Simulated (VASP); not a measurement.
# Ge (P6_3/mmc) in VASP: a series of runs, part 2 of 2

VASP 6.6.1.

## (3) Single point, r2SCAN+D3(BJ)

Contents of POSCAR:

```
Ge
1.0
    3.9975860000      0.0000000000      0.0000000000
   -1.9987930000      3.4620110000      0.0000000000
    0.0000000000      0.0000000000      6.5993780000
Ge
4
Direct
    0.6666666667      0.3333333333      0.0629010000
    0.3333333333      0.6666666667      0.5629010000
    0.6666666667      0.3333333333      0.4370990000
    0.3333333333      0.6666666667      0.9370990000
```

Contents of INCAR.step1:

```
PREC = Accurate ; ENCUT = 520
ISMEAR = 1 ; SIGMA = 0.0122
LREAL = False ; LASPH = True
NELM = 60 ; NBANDS = 36
GGA = PE ; ALGO = Normal
EDIFF = 1E-4 ; LWAVE = True
LCHARG = False
```

Contents of INCAR.step2:

```
PREC = Accurate ; ENCUT = 520
EDIFF = 1E-6 ; ISMEAR = 1
SIGMA = 0.0122 ; LREAL = False
LASPH = True ; NELM = 60
ALGO = Normal ; ISIF = 2
LWAVE = False ; LCHARG = False
METAGGA = R2SCAN ; LMIXTAU = True
IVDW = 12 ; VDW_S6 = 1.0
VDW_S8 = 0.78981345 ; VDW_A1 = 0.49484001
VDW_A2 = 5.73083694 ; NBANDS = 36
ISTART = 1
```

Contents of KPOINTS:

```
Automatic mesh
0
Gamma
  6 6 3
```

Potentials or basis: VASP PAW PBE potentials, release 64 (Ge_d).

Run with:

```
$ cat potpaw_PBE.64/Ge_d/POTCAR > POTCAR
$ cp INCAR.step1 INCAR
$ mpirun -np 1 vasp_std > vasp.out
$ cp INCAR.step2 INCAR
$ mpirun -np 1 vasp_std > vasp.out
```

OUTCAR:

```text
PREC = Accurate
   ENCUT = 520
   EDIFF = 1E-6
   ISMEAR = 1
   LREAL = False
   LASPH = True
   NELM = 60
   ISIF = 2
   METAGGA = R2SCAN
   IVDW = 12
   ISTART = 1
 IVDW          = 12

 ion  position               nearest neighbor table
   1  0.667  0.333  0.063-   4 2.45   4 2.45   4 2.45   3 2.47
   2  0.333  0.667  0.563-   3 2.45   3 2.45   3 2.45   4 2.47
   3  0.667  0.333  0.437-   2 2.45   2 2.45   2 2.45   1 2.47
   4  0.333  0.667  0.937-   1 2.45   1 2.45   1 2.45   2 2.47

  LATTYP: Found a hexagonal cell.
 ALAT       =     3.9975860000
 C/A-ratio  =     1.6508407824

  Lattice vectors:

 A1 = (   3.9975860000,   0.0000000000,   0.0000000000)
 A2 = (  -1.9987930000,   3.4620110000,   0.0000000000)
 A3 = (   0.0000000000,   0.0000000000,   6.5993780000)

Analysis of symmetry for initial positions (statically):
=====================================================================
 Subroutine PRICEL returns:
 Original cell was already a primitive cell.

 Routine SETGRP: Setting up the symmetry group for a
 hexagonal supercell.

 Subroutine GETGRP returns: Found 24 space group operations
 (whereof 12 operations were pure point group operations)
 out of a pool of 24 trial point group operations.

The static configuration has the point symmetry D_3d.
 The point group associated with its full space group is D_6h.

Analysis of symmetry for dynamics (positions and initial velocities):
=====================================================================
 Subroutine PRICEL returns:
 Original cell was already a primitive cell.

 Routine SETGRP: Setting up the symmetry group for a
 hexagonal supercell.

 Subroutine GETGRP returns: Found 24 space group operations
[... 110 lines left out ...]
   EMIN   =  10.00;   EMAX   =-10.00  energy-range for DOS
   EFERMI =   0.00;   METHOD = LEGACY
   ISMEAR =     1;   SIGMA  =   0.01  broadening in eV -4-tet -1-fermi 0-gaus
   EFERMI_NEDOS =   21; number of points for ismear=-14 and -15
   IALGO  =     38    algorithm
   IMIX   =      4    mixing-type and parameters
     AMIX     =   0.40;   BMIX     =  1.00
     AMIX_MAG =   1.60;   BMIX_MAG =  1.00
  volume/ion in A,a.u.               =      22.83       154.09
  Fermi-wavevector in a.u.,A,eV,Ry     =   1.390788  2.628209 26.317649  1.934293
  Thomas-Fermi vector in A             =   2.514690
   LORBIT       =      0    0 simple, 1 ext, 2 COOP (PROOUT), +10 PAW based schemes
   METAGGA = R2SCAN    functional components
   LHFCALC =     F    Hartree Fock is set to
   AEXX    =    0.0000 exact exchange contribution
   IVDW    =    12    specifies the selected vdW correction
   LEPSILON=     F    determine dielectric tensor
   LRPA    =     F    only Hartree local field effects (RPA)
 non-spin polarized calculation
 Methfessel and Paxton  Order N= 1 SIGMA  =   0.01
  energy-cutoff  :      520.00
  volume of cell :       91.33
 maximum number of plane-waves:      2491
 NGX is ok and might be reduce to    30
   NGX = 15   NGY = 15   NGZ = 25

 number of electron      56.0000054 magnetization

 Free energy of the ion-electron system (eV)
  ---------------------------------------------------
  ext. energy  EPLUGINS =         0.00000000
  ---------------------------------------------------
  free energy    TOTEN  =       -55.36756684 eV

  energy without entropy =      -55.36757994  energy(sigma->0) =      -55.36757120

 E-fermi :   4.9102     XC(G=0): -10.7665

 val. band max:        4.9000016893   @ k =   0.0000   0.0000   0.0000
 cond. band min:       4.9640707637   @ k =   0.0000   0.0000   0.0000
 fundamental gap:      0.0640690744
 Fermi energy:         4.9102233587

 k-point     1 :       0.0000    0.0000    0.0000
  band No.  band energies     occupation
      1     -20.7965      2.00000
      2     -20.7965      2.00000
      3     -20.7584      2.00000
      4     -20.7561      2.00000
      5     -20.7561      2.00000
      6     -20.7451      2.00000
[... 535 lines left out ...]
     35      12.0475      0.00000
     36      12.0475      0.00000

------------------------ aborting loop because EDIFF is reached ----------------------------------------

 Edisp (eV)   -0.55055

 E8    (eV) :    -0.1923

  FORCE on cell =-STRESS in cart. coord.  units (eV):
  Direction    XX          YY          ZZ          XY          YZ          ZX
  --------------------------------------------------------------------------------------
  -------------------------------------------------------------------------------------
  Total      -0.55791    -0.55791    -0.57232     0.00000     0.00000     0.00000
  in kB      -9.78697    -9.78697   -10.03963     0.00000     0.00000     0.00000
  external pressure =       -9.87 kB  Pullay stress =        0.00 kB

 VOLUME and BASIS-vectors are now :
 -----------------------------------------------------------------------------
  energy-cutoff  :      520.00
  volume of cell :       91.33
      direct lattice vectors                 reciprocal lattice vectors
     3.997586000  0.000000000  0.000000000     0.250150966  0.144424729  0.000000000
    -1.998793000  3.462011000  0.000000000     0.000000000  0.288849458  0.000000000
     0.000000000  0.000000000  6.599378000     0.000000000  0.000000000  0.151529432

 POSITION                                       TOTAL-FORCE (eV/Angst)
 -----------------------------------------------------------------------------------
      1.99879      1.15400      0.41511         0.000000     -0.000000      0.012994
     -0.00000      2.30801      3.71480        -0.000000      0.000000      0.012994
      1.99879      1.15400      2.88458         0.000000     -0.000000     -0.012994
     -0.00000      2.30801      6.18427        -0.000000      0.000000     -0.012994
 -----------------------------------------------------------------------------------
    total drift:                                0.000000     -0.000000      0.000000

  FREE ENERGIE OF THE ION-ELECTRON SYSTEM (eV)
  ---------------------------------------------------
  free  energy   TOTEN  =       -55.9181138524 eV

  energy  without entropy=      -55.9181269521  energy(sigma->0) =      -55.91811822
```

Run time: 98 s. Hardware: 1 thread of AMD EPYC 9R45 (Zen 5), shared host; peak memory 0.19 GiB.

What came out:

```
Free energy                : -55.9181 eV
Pressure                   : -1.0 GPa
Largest force              : 0.013 eV/Å
Band gap on the k mesh     : 0.06 eV, direct
Dispersion energy per atom : -0.138 eV
```

Forces on the atoms (eV/Å):
```
Ge   0.000  0.000  0.013
Ge   0.000  0.000  0.013
Ge   0.000  0.000 -0.013
Ge   0.000  0.000 -0.013
```

Caveat: three body term missing; the PAW data sets were made with another functional, which shifts forces and pressure a little. A k mesh can miss the band edges.
